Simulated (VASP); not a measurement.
# AlGa2Sb3 (P-6m2) in VASP: notebook, part 2 of 3

VASP 6.6.1. The steps go on from the part before.

### 4 Single point, PBE

This run uses another cell than the first one, of 24.31 Å³/atom.

Contents of INCAR:

```
  PREC = Accurate
  ENCUT = 520
  EDIFF = 1E-7
  ISMEAR = 0
  SIGMA = 0.1
  LREAL = False
  LASPH = True
  NELM = 60
  ALGO = Normal
  ISIF = 2
  LWAVE = False
  LCHARG = False
  GGA = PE
  NBANDS = 31
```

Contents of KPOINTS:

```
regular mesh
0
Gamma
  6 6 4
```

Contents of POSCAR:

```
AlGa2Sb3
1.0
    5.2223698931      0.0000000000      0.0000000000
   -2.6111849466      4.5227049954      0.0000000000
    0.0000000000      0.0000000000      6.1756881861
Al Ga Sb
1 2 3
Direct
    0.0000000000      0.0000000000      0.0000000000
    0.6666666667      0.3333333333      0.2431768414
    0.6666666667      0.3333333333      0.7568231586
    0.0000000000      0.0000000000      0.5000000000
    0.3333333333      0.6666666667      0.0000000000
    0.3333333333      0.6666666667      0.5000000000
```

Potentials or basis: VASP PAW PBE potentials, release 64 (Al, Ga_d, Sb).

Command:

```bash
$ cat potpaw_PBE.64/Al/POTCAR potpaw_PBE.64/Ga_d/POTCAR potpaw_PBE.64/Sb/POTCAR > POTCAR
$ mpirun -np 1 vasp_std > vasp.out
```

OUTCAR:

```text
PREC = Accurate
   ENCUT = 520
   EDIFF = 1E-7
   ISMEAR = 0
   LREAL = False
   LASPH = True
   NELM = 60
   ISIF = 2
   GGA = PE

 ion  position               nearest neighbor table
   1  0.000  0.000  0.000-   5 3.02   5 3.02   5 3.02   4 3.09   4 3.09
   2  0.667  0.333  0.243-
   3  0.667  0.333  0.757-
   4  0.000  0.000  0.500-   6 3.02   6 3.02   6 3.02   1 3.09   1 3.09
   5  0.333  0.667  0.000-   1 3.02   1 3.02   1 3.02   6 3.09   6 3.09
   6  0.333  0.667  0.500-   4 3.02   4 3.02   4 3.02   5 3.09   5 3.09

  LATTYP: Found a hexagonal cell.
 ALAT       =     5.2223698931
 C/A-ratio  =     1.1825451495

  Lattice vectors:

 A1 = (   5.2223698931,   0.0000000000,   0.0000000000)
 A2 = (  -2.6111849466,   4.5227049954,   0.0000000000)
 A3 = (   0.0000000000,   0.0000000000,   6.1756881861)

Analysis of symmetry for initial positions (statically):
=====================================================================
 Subroutine PRICEL returns:
 Original cell was already a primitive cell.

 Routine SETGRP: Setting up the symmetry group for a
[... 175 lines left out ...]
 val. band max:        6.7350271401   @ k =   0.3333   0.1667   0.0000
 cond. band min:       6.7716965552   @ k =   0.3333  -0.0000   0.5000
 fundamental gap:      0.0366694151
 Fermi energy:         6.7606654137

 k-point     1 :       0.0000    0.0000    0.0000
  band No.  band energies     occupation
      1      -8.1273      2.00000
      2      -8.0757      2.00000
      3      -8.0757      2.00000
      4      -8.0559      2.00000
      5      -8.0559      2.00000
      6      -8.0427      2.00000
[... 703 lines left out ...]
     30      12.0841      0.00000
     31      12.3234      0.00000

------------------------ aborting loop because EDIFF is reached ----------------------------------------

  FORCE on cell =-STRESS in cart. coord.  units (eV):
  Direction    XX          YY          ZZ          XY          YZ          ZX
  --------------------------------------------------------------------------------------
  -------------------------------------------------------------------------------------
  Total        0.0101573      0.0101573      0.0281226     -0.0000000      0.0000000     -0.0000000
  in kB        0.1115679      0.1115679      0.3088983     -0.0000000      0.0000000     -0.0000000
  external PRESSURE =       0.1773447 kB  Pullay stress =       0.0000000 kB

 VOLUME and BASIS-vectors are now :
 -----------------------------------------------------------------------------
  energy-cutoff  :      520.00
  volume of cell :      145.87
      direct lattice vectors                 reciprocal lattice vectors
     5.222369893  0.000000000  0.000000000     0.191483947  0.110553308  0.000000000
    -2.611184947  4.522704995  0.000000000     0.000000000  0.221106617  0.000000000
     0.000000000  0.000000000  6.175688186     0.000000000  0.000000000  0.161925274

 POSITION                                       TOTAL-FORCE (eV/Angst)
 -----------------------------------------------------------------------------------
      0.00000      0.00000      0.00000        -0.000000      0.000000      0.000000
      2.61118      1.50757      1.50178         0.000000     -0.000000      0.001653
      2.61118      1.50757      4.67390         0.000000     -0.000000     -0.001653
      0.00000      0.00000      3.08784        -0.000000      0.000000      0.000000
     -0.00000      3.01514      0.00000        -0.000000      0.000000      0.000000
     -0.00000      3.01514      3.08784        -0.000000      0.000000      0.000000
 -----------------------------------------------------------------------------------
    total drift:                                0.000002     -0.000001      0.000000

  FREE ENERGIE OF THE ION-ELECTRON SYSTEM (eV)
  ---------------------------------------------------
  free  energy   TOTEN  =       -21.3055856297 eV

  energy  without entropy=      -21.2894693974  energy(sigma->0) =      -21.29752751
```

OSZICAR:

```text
N       E                     dE             d eps       ncg     rms          rms(c)
DAV:   1     0.290655214328E+03    0.29066E+03   -0.18196E+04  1330   0.163E+03
DAV:   2     0.129046361047E+02   -0.27775E+03   -0.26824E+03  1416   0.425E+02
DAV:   3    -0.199801405019E+02   -0.32885E+02   -0.31624E+02  1485   0.113E+02
DAV:   4    -0.213302057342E+02   -0.13501E+01   -0.13316E+01  1618   0.232E+01
DAV:   5    -0.213797783104E+02   -0.49573E-01   -0.49520E-01  1853   0.426E+00    0.398E+00
DAV:   6    -0.213210974864E+02    0.58681E-01   -0.11416E-01  1769   0.293E+00    0.224E+00
DAV:   7    -0.213066043951E+02    0.14493E-01   -0.45273E-02  1656   0.112E+00    0.371E-01
DAV:   8    -0.213055571096E+02    0.10473E-02   -0.51846E-03  1566   0.624E-01    0.122E-01
DAV:   9    -0.213055895110E+02   -0.32401E-04   -0.70300E-04  1523   0.144E-01    0.496E-02
DAV:  10    -0.213055849965E+02    0.45145E-05   -0.46127E-05  1596   0.527E-02    0.164E-02
DAV:  11    -0.213055865091E+02   -0.15126E-05   -0.64064E-06  1770   0.152E-02    0.584E-03
DAV:  12    -0.213055861792E+02    0.32985E-06   -0.44183E-07  1354   0.331E-03    0.310E-03
DAV:  13    -0.213055856574E+02    0.52188E-06   -0.56069E-08   924   0.205E-03    0.721E-04
DAV:  14    -0.213055856297E+02    0.27685E-07   -0.13409E-08   924   0.101E-03
   1 F= -.21305586E+02 E0= -.21297528E+02  d E =-.161162E-01
```

stdout:

```text
POSCAR found type information on POSCAR AlGaSb
 POSCAR found :  3 types and       6 ions
 scaLAPACK will be used
 LDA part: xc-table for (Slater+PW92), standard interpolation
 POSCAR, INCAR and KPOINTS ok, starting setup
 FFT: planning ... GRIDC
 FFT: planning ... GRID_SOFT
 FFT: planning ... GRID
 WAVECAR not read
 entering main loop
```

Wall time 58 s (1 thread of AMD EPYC 9R45 (Zen 5), shared host); peak memory 0.27 GiB.

Results:

| Item | Value |
| --- | --- |
| Free energy | -21.3056 eV |
| Pressure | 0.0 GPa |
| Band gap on the k mesh | zero (bands 22 and 23 overlap by 2.24 eV) |

Caveat: spin-orbit coupling is left out, which moves the levels of the heavy elements.

### 5 Relaxation of cell and atoms, PBE

Contents of INCAR:

```
PREC = Accurate ; ENCUT = 600
EDIFF = 1E-7 ; ISMEAR = 0
SIGMA = 0.1 ; LREAL = False
LASPH = True ; NELM = 100
ALGO = Normal ; ISIF = 3
LWAVE = False ; LCHARG = False
GGA = PE ; IBRION = 2
NSW = 90 ; EDIFFG = -0.04
```

Contents of KPOINTS:

```
regular mesh
0
Gamma
  6 6 2
```

Contents of POSCAR:

```
AlGa2Sb3
1.0
    4.3888351900      0.0000000000      0.0000000000
   -2.1944175900      3.8008427600      0.0000000000
    0.0000000000      0.0000000000      8.2023067200
Al Ga Sb
1 2 3
Direct
    0.0000000000      0.0000000000      0.0000000000
    0.6666666700      0.3333333300      0.2480740000
    0.6666666700      0.3333333300      0.7519260000
    0.0000000000      0.0000000000      0.5000000000
    0.3333333300      0.6666666700      0.0000000000
    0.3333333300      0.6666666700      0.5000000000
```

Command:

```bash
$ cat potpaw_PBE.64/Al/POTCAR potpaw_PBE.64/Ga_d/POTCAR potpaw_PBE.64/Sb/POTCAR > POTCAR
$ mpirun -np 1 vasp_std > vasp.out
```

Wall time 13 min (1 thread of AMD EPYC 9R45 (Zen 5), shared host); peak memory 0.31 GiB.

It converged, with:

```yaml
Free_energy: -21.2256 eV
Relaxed_volume: 24.45 Å³/atom
Relaxed_cell: a = 5.156 Å, b = 5.156 Å, c = 6.373 Å, α = 90.00°, β = 90.00°, γ = 120.00°
Space_group_after_relaxing_to_0.1_Å: P-6m2 (No. 187)
Energy_gained_by_relaxing: 582.3 meV/atom
Ionic_steps: 29
Pressure_after_relaxing: 0.0 GPa
Largest_force_after_relaxing: 0.010 eV/Å
```

Forces in eV/Å, atoms in the order of the input:
```
Al   0.000  0.000  0.000
Ga   0.000  0.000  0.010
Ga   0.000  0.000 -0.010
Sb   0.000  0.000  0.000
Sb   0.000  0.000  0.000
Sb   0.000  0.000  0.000
```

Stress tensor (GPa, compression positive):
```
-0.01  0.00  0.00
 0.00 -0.01  0.00
 0.00  0.00  0.08
```

Step by step:
```tsv
step	energy change (eV)	largest force (eV/Å)	pressure (GPa)	volume (Å³)
1	0.0000	0.0788	18.43	136.82
2	-1.9052	0.1066	-3.95	194.23
3	-2.1818	0.0287	-0.12	172.43
4	-2.1831	0.0371	-0.54	174.15
5	-2.1832	0.0329	-0.35	173.35
6	-2.2035	0.0675	-0.27	171.69
7	-2.3083	0.0985	-0.09	166.64
8	-2.7267	0.0712	0.39	156.33
9	-3.3066	0.1455	5.27	134.89
10	-3.3300	0.0523	2.69	141.74
11	-3.3598	0.1013	3.59	138.90
12	-3.3594	0.1138	3.85	138.18
13	-3.3633	0.1210	3.90	137.98
14	-3.3680	0.1372	4.05	137.40
15	-3.3754	0.1369	3.91	137.68
16	-3.3959	0.1364	3.48	138.52
17	-3.4304	0.1348	2.68	140.21
18	-3.4743	0.1306	1.20	143.62
19	-3.4716	0.1184	-1.28	150.60
20	-3.4871	0.1253	-0.09	146.99
21	-3.4872	0.1256	-0.02	146.80
22	-3.4874	0.1228	-0.01	146.79
23	-3.4883	0.1151	0.00	146.75
24	-3.4897	0.0993	0.03	146.67
25	-3.4914	0.0671	0.05	146.51
26	-3.4904	0.0020	0.15	146.20
27	-3.4917	0.0450	0.08	146.41
28	-3.4926	0.0350	0.05	146.50
29	-3.4937	0.0097	0.02	146.73
```

Final structure:
```xyz
6
Lattice="5.1561 0.0000 0.0000 -2.5780 4.4653 0.0000 0.0000 0.0000 6.3731" Properties=species:S:1:pos:R:3 pbc="T T T"
Al    0.0000    0.0000    0.0000
Ga    2.5780    1.4884    1.6071
Ga    2.5780    1.4884    4.7660
Sb    0.0000    0.0000    3.1865
Sb    0.0000    2.9769    0.0000
Sb    0.0000    2.9769    3.1865
```

Levels at points of the mesh, in eV from the Fermi level:
| k point | band 18 | band 19 | band 20 | band 21 | band 22 | band 23 | band 24 | band 25 | band 26 |
| --- | --- | --- | --- | --- | --- | --- | --- | --- | --- |
| (0.00, 0.00, 0.00) | -2.05 | -2.05 | -1.83 | -1.08 | -0.99 | -0.99 | -0.39 | 0.66 | 1.91 |
| (0.50, 0.00, 0.00) | -4.20 | -2.05 | -1.76 | -1.69 | 0.95 | 1.02 | 1.82 | 2.84 | 3.30 |
| (0.00, 0.00, 0.50) | -2.24 | -2.05 | -2.05 | -1.79 | -1.28 | -1.21 | -1.21 | -0.34 | -0.34 |
| (0.50, 0.00, 0.50) | -3.21 | -0.99 | -0.97 | -0.47 | -0.05 | 1.90 | 2.28 | 2.46 | 3.00 |

Caveat: the k points lie up to 0.49 Å⁻¹ apart in the final cell; the highest band is partly filled, so the run has too few bands; a cell axis changed by over 15 % at a fixed basis, so the end point is rough; spin-orbit coupling is left out, which moves the levels of the heavy elements.

(Part 2 of 3 ends here.)

The gap in the log of VASP goes by the Fermi energy; the results here count the filled bands.